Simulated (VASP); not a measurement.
# ZnIn2Cl4 (I4/mmm) in VASP: a series of runs

The runs below take ZnIn2Cl4 through single point, with PBE.

Program: VASP 6.6.1. These are calculated values, not measurements. Logs are shortened: lines on timing, memory, paths and dates and some standing lists are left out, and cuts for length are marked.

### Step 1. The cell of the first run

It takes space group I4/mmm (No. 139, tetragonal). The conventional cell has a = 4.752 Å, b = 4.752 Å, c = 14.344 Å, α = 90.00°, β = 90.00°, γ = 90.00°. Zn (site symmetry 4/mmm) has 6 Cl at 2.38 to 2.40 Å within 3.1 Å. In (site symmetry 4mm) has 9 Cl at 2.52 to 3.36 Å within 3.4 Å. Within 3.2 Å of Cl (site symmetry 4mm) lie 1 Zn at 2.40 Å and 1 In at 2.52 Å. Cl (site symmetry mmm) has 2 Zn at 2.38 Å within 3.1 Å.

### Step 2. Single point, PBE

INCAR

```
ALGO = Normal
EDIFF = 1E-7
ENCUT = 520
GGA = PE
ISIF = 2
ISMEAR = 0
LASPH = True
LCHARG = True
LELF = True
LREAL = False
LVHAR = True
LWAVE = False
NBANDS = 42
NELM = 100
PREC = Accurate
SIGMA = 0.1
```

KPOINTS

```
k-points
0
Gamma
  6 6 6
```

POSCAR

```
ZnIn2Cl4
1.0
   -2.3760000000      2.3760000000      7.1720000000
    2.3760000000     -2.3760000000      7.1720000000
    2.3760000000      2.3760000000     -7.1720000000
Zn In Cl
1 2 4
Direct
    0.0000000000      0.0000000000      0.0000000000
    0.3431399900      0.3431399900      0.0000000000
    0.6568600100      0.6568600100      0.0000000000
    0.8326826500      0.8326826500      0.0000000000
    0.0000000000      0.5000000000      0.5000000000
    0.5000000000      0.0000000000      0.5000000000
    0.1673173500      0.1673173500      0.0000000000
```

Potentials or basis: VASP PAW PBE potentials, release 64 (Zn, In_d, Cl).

Started as:

```console
> cat potpaw_PBE.64/Zn/POTCAR potpaw_PBE.64/In_d/POTCAR potpaw_PBE.64/Cl/POTCAR > POTCAR
> mpirun -np 1 vasp_std > vasp.out
```

OUTCAR:

```text
EDIFF = 1E-7
   ENCUT = 520
   GGA = PE
   ISIF = 2
   ISMEAR = 0
   LASPH = True
   LREAL = False
   NELM = 100
   PREC = Accurate

 ion  position               nearest neighbor table
   1  0.000  0.000  0.000-   5 2.38   6 2.38   5 2.38   6 2.38   4 2.40   7 2.40
   2  0.343  0.343  0.000-   7 2.52   6 3.27   5 3.27   5 3.27   6 3.27
   3  0.657  0.657  0.000-   4 2.52   5 3.27   6 3.27   6 3.27   5 3.27
   4  0.833  0.833  0.000-   1 2.40   3 2.52
   5  0.000  0.500  0.500-   1 2.38   1 2.38   2 3.27   3 3.27   3 3.27   2 3.27
   6  0.500  0.000  0.500-   1 2.38   1 2.38   2 3.27   3 3.27   2 3.27   3 3.27
   7  0.167  0.167  0.000-   1 2.40   2 2.52

  LATTYP: Found a body centered tetragonal cell.
 ALAT       =     4.7520000000
 C/A-ratio  =     3.0185185185

  Lattice vectors:

 A1 = (  -2.3760000000,   2.3760000000,   7.1720000000)
 A2 = (   2.3760000000,  -2.3760000000,   7.1720000000)
 A3 = (   2.3760000000,   2.3760000000,  -7.1720000000)

Analysis of symmetry for initial positions (statically):
=====================================================================
 Subroutine PRICEL returns:
 Original cell was already a primitive cell.

 Routine SETGRP: Setting up the symmetry group for a
 body centered tetragonal supercell.

 Subroutine GETGRP returns: Found 16 space group operations
 (whereof 16 operations were pure point group operations)
 out of a pool of 16 trial point group operations.

The static configuration has the point symmetry D_4h.

Analysis of symmetry for dynamics (positions and initial velocities):
=====================================================================
 Subroutine PRICEL returns:
 Original cell was already a primitive cell.

 Routine SETGRP: Setting up the symmetry group for a
 body centered tetragonal supercell.

 Subroutine GETGRP returns: Found 16 space group operations
 (whereof 16 operations were pure point group operations)
 out of a pool of 16 trial point group operations.

The dynamic configuration has the point symmetry D_4h.

 Subroutine INISYM returns: Found 16 space group operations
 (whereof 16 operations are pure point group operations),
 and found     1 'primitive' translations

----------------------------------------------------------------------------------------

                                     Primitive cell

  volume of cell :     161.9545

  direct lattice vectors                    reciprocal lattice vectors
    -2.376000000  2.376000000  7.172000000     0.000000000  0.210437710  0.069715561
     2.376000000 -2.376000000  7.172000000     0.210437710  0.000000000  0.069715561
     2.376000000  2.376000000 -7.172000000     0.210437710  0.210437710  0.000000000

  length of vectors
     7.920122221  7.920122221  7.920122221     0.221685113  0.221685113  0.297603864

  position of ions in fractional coordinates (direct lattice)
     0.000000000  0.000000000  0.000000000
     0.343139990  0.343139990  0.000000000
     0.656860010  0.656860010  0.000000000
     0.832682650  0.832682650  0.000000000
     0.000000000  0.500000000  0.500000000
     0.500000000  0.000000000  0.500000000
     0.167317350  0.167317350  0.000000000

  ion indices of the primitive-cell ions
   primitive index   ion index
                 1           1
                 2           2
                 3           3
                 4           4
                 5           5
                 6           6
                 7           7

----------------------------------------------------------------------------------------

 KPOINTS: k-points

Automatic generation of k-mesh.
 Grid dimensions read from file:
 generate k-points for:    6    6    6

 Generating k-lattice:

  Cartesian coordinates                     Fractional coordinates (reciprocal lattice)
     0.000000000  0.035072952  0.011619260     0.166666667  0.000000000 -0.000000000
     0.035072952  0.000000000  0.011619260     0.000000000  0.166666667 -0.000000000
     0.035072952  0.035072952  0.000000000     0.000000000  0.000000000  0.166666667

  Length of vectors
     0.036947519  0.036947519  0.049600644

  Shift w.r.t. Gamma in fractional coordinates (k-lattice)
     0.000000000  0.000000000  0.000000000

 Subroutine IBZKPT returns following result:
 ===========================================

 Found     30 irreducible k-points:

 Following reciprocal coordinates:
            Coordinates               Weight
  0.000000  0.000000  0.000000      1.000000
  0.166667  0.000000  0.000000      8.000000
  0.333333 -0.000000  0.000000      8.000000
  0.500000  0.000000 -0.000000      4.000000
  0.166667  0.166667  0.000000      8.000000
  0.333333  0.166667 -0.000000     16.000000
[... 16 lines left out ...]
 -0.333333 -0.333333  0.166667      8.000000
 -0.166667 -0.333333  0.166667      8.000000
 [... further k-points ...]
   k-points           NKPTS =     30   k-points in BZ     NKDIM =     30   number of bands    NBANDS=     42
   number of dos      NEDOS =    301   number of ions     NIONS =      7
   total plane-waves  NPLWV = 216000
   dimension x,y,z NGX =    60 NGY =   60 NGZ =   60
   dimension x,y,z NGXF=   120 NGYF=  120 NGZF=  120
   ions per type =               1   2   4
   NGX,Y,Z   is equivalent  to a cutoff of  12.59, 12.59, 12.59 a.u.
   NGXF,Y,Z  is equivalent  to a cutoff of  25.19, 25.19, 25.19 a.u.
 SYSTEM =  unknown system
   PREC   = accura    normal or accurate (medium, high low for compatibility)
   ISTART =      0    job   : 0-new  1-cont  2-samecut
   ICHARG =      2    charge: 1-file 2-atom 10-const
   ISPIN  =      1    spin polarized calculation?
   LNONCOLLINEAR =      F non collinear calculations
   LSORBIT =      F    spin-orbit coupling
   LASPH  =      T    aspherical Exc in radial PAW
   ENCUT  =  520.0 eV  38.22 Ry    6.18 a.u.  14.73 14.73 14.73*2*pi/ulx,y,z
   NELM   =    100;   NELMIN=  2; NELMDL= -5     # of ELM steps
   EDIFF  = 0.1E-06   stopping-criterion for ELM
   LREAL  =      F    real-space projection
   EDIFFG = 0.1E-05   stopping-criterion for IOM
   NSW    =      0    number of steps for IOM
   IBRION =     -1    ionic relax: 0-MD 1-quasi-New 2-CG
   NFREE  =      0    steps in history (QN), initial steepest desc. (CG)
   ISIF   =      2    stress and relaxation
   ISYM   =      2    0-nonsym 1-usesym 2-fastsym
   POTIM  = 0.5000    time-step for ionic-motion
   TEBEG  =    0.0;   TEEND  =   0.0 temperature during run
   PSTRESS=    0.0 pullay stress
   NELECT =      66.0000    total number of electrons
   NUPDOWN=      -1.0000    fix difference up-down
   EMIN   =  10.00;   EMAX   =-10.00  energy-range for DOS
   EFERMI =   0.00;   METHOD = LEGACY
   ISMEAR =     0;   SIGMA  =   0.10  broadening in eV -4-tet -1-fermi 0-gaus
   EFERMI_NEDOS =   21; number of points for ismear=-14 and -15
   IALGO  =     38    algorithm
   IMIX   =      4    mixing-type and parameters
     AMIX     =   0.40;   BMIX     =  1.00
     AMIX_MAG =   1.60;   BMIX_MAG =  1.00
  volume/ion in A,a.u.               =      23.14       156.13
  Fermi-wavevector in a.u.,A,eV,Ry     =   1.213738  2.293633 20.043571  1.473161
  Thomas-Fermi vector in A             =   2.349181
   LORBIT       =      0    0 simple, 1 ext, 2 COOP (PROOUT), +10 PAW based schemes
   GGA     = PE    functional components
   LHFCALC =     F    Hartree Fock is set to
   AEXX    =    0.0000 exact exchange contribution
   IVDW    =     0    specifies the selected vdW correction
   LEPSILON=     F    determine dielectric tensor
   LRPA    =     F    only Hartree local field effects (RPA)
 non-spin polarized calculation
 Gauss-broadening in eV      SIGMA  =   0.10
  energy-cutoff  :      520.00
  volume of cell :      161.95
 maximum number of plane-waves:      4388
   NGX = 29   NGY = 29   NGZ = 29

 number of electron      66.0000000 magnetization

 Free energy of the ion-electron system (eV)
  ---------------------------------------------------
  ext. energy  EPLUGINS =         0.00000000
  ---------------------------------------------------
  free energy    TOTEN  =       -18.84461610 eV

  energy without entropy =      -18.84461610  energy(sigma->0) =      -18.84461610

 E-fermi :   4.2684     XC(G=0):  -9.3739

 val. band max:        3.8540315172   @ k =   0.5000   0.5000   0.5000
 cond. band min:       5.1300483296   @ k =   0.0000   0.0000   0.0000
 fundamental gap:      1.2760168123
 Fermi energy:         4.2683992244

 k-point     1 :       0.0000    0.0000    0.0000
  band No.  band energies     occupation
      1     -12.2007      2.00000
      2     -11.6016      2.00000
      3     -11.3427      2.00000
      4     -10.9377      2.00000
      5      -9.5403      2.00000
      6      -9.5288      2.00000
[... 34 lines left out ...]
     41      10.1925      0.00000
     42      11.1836      0.00000

 k-point     2 :       0.1667    0.0000    0.0000
  band No.  band energies     occupation
      1     -12.1326      2.00000
      2     -11.6044      2.00000
      3     -11.3334      2.00000
      4     -10.9865      2.00000
      5      -9.5368      2.00000
      6      -9.5315      2.00000
[... 34 lines left out ...]
     41      10.2752      0.00000
     42      11.4014      0.00000

 k-point     3 :       0.3333   -0.0000    0.0000
  band No.  band energies     occupation
      1     -11.9671      2.00000
      2     -11.6111      2.00000
      3     -11.3126      2.00000
      4     -11.1151      2.00000
      5      -9.5358      2.00000
      6      -9.5305      2.00000
[... 897 lines left out ...]
      4     -11.0264      2.00000
      5      -9.5330      2.00000
      6      -9.5310      2.00000
[... 34 lines left out ...]
     41      10.8198      0.00000
     42      11.5319      0.00000

 k-point    24 :      -0.1667   -0.3333    0.1667
  band No.  band energies     occupation
      1     -12.1012      2.00000
      2     -11.6384      2.00000
      3     -11.3434      2.00000
      4     -10.9863      2.00000
      5      -9.5339      2.00000
      6      -9.5312      2.00000
[... 34 lines left out ...]
     41      10.5372      0.00000
     42      11.5585      0.00000

 [... further k-points ...]

------------------------ aborting loop because EDIFF is reached ----------------------------------------

  FORCE on cell =-STRESS in cart. coord.  units (eV):
  Direction    XX          YY          ZZ          XY          YZ          ZX
  --------------------------------------------------------------------------------------
  -------------------------------------------------------------------------------------
  Total        6.0505444      6.0505444     14.0518841      0.0000000     -0.0000000      0.0000000
  in kB       59.8565788     59.8565788    139.0119054      0.0000000     -0.0000000      0.0000000
  external PRESSURE =      86.2416877 kB  Pullay stress =       0.0000000 kB

 VOLUME and BASIS-vectors are now :
 -----------------------------------------------------------------------------
  energy-cutoff  :      520.00
  volume of cell :      161.95
      direct lattice vectors                 reciprocal lattice vectors
    -2.376000000  2.376000000  7.172000000     0.000000000  0.210437710  0.069715561
     2.376000000 -2.376000000  7.172000000     0.210437710  0.000000000  0.069715561
     2.376000000  2.376000000 -7.172000000     0.210437710  0.210437710  0.000000000

 POSITION                                       TOTAL-FORCE (eV/Angst)
 -----------------------------------------------------------------------------------
      0.00000      0.00000      0.00000         0.000000      0.000000      0.000000
      0.00000      0.00000      4.92200        -0.000000     -0.000000      1.578395
      0.00000      0.00000      9.42200        -0.000000     -0.000000     -1.578395
      0.00000      0.00000     11.94400        -0.000000     -0.000000      0.948824
      2.37600      0.00000      0.00000         0.000000      0.000000      0.000000
      0.00000      2.37600      0.00000         0.000000      0.000000      0.000000
      0.00000      0.00000      2.40000        -0.000000     -0.000000     -0.948824
 -----------------------------------------------------------------------------------
    total drift:                               -0.000000      0.000000     -0.000000

  FREE ENERGIE OF THE ION-ELECTRON SYSTEM (eV)
  ---------------------------------------------------
  free  energy   TOTEN  =       -18.8446161031 eV

  energy  without entropy=      -18.8446161031  energy(sigma->0) =      -18.84461610
```

Run time: 8.3 min. Hardware: 1 thread of Intel Xeon Platinum 8488C (Sapphire Rapids), shared host; peak memory 0.59 GiB.

What came out:

```yaml
Free_energy: -18.8446 eV
Pressure: 8.6 GPa
Largest_force: 1.578 eV/Å
Band_gap_on_the_k_mesh: 1.28 eV (least direct gap 1.92 eV)
```

Forces on the atoms (eV/Å):
```
Zn   0.000  0.000  0.000
In   0.000  0.000  1.578
In   0.000  0.000 -1.578
Cl   0.000  0.000  0.949
Cl   0.000  0.000  0.000
Cl   0.000  0.000  0.000
Cl   0.000  0.000 -0.949
```

Caveat: the stress differs along the axes, from 6 to 14 GPa; spin-orbit coupling is left out, which moves the levels of the heavy elements; forces of over 1 eV/Å act on the atoms, so gaps and moduli don't describe the material at rest. A k mesh can miss the band edges.

[end of part 1 of 2]
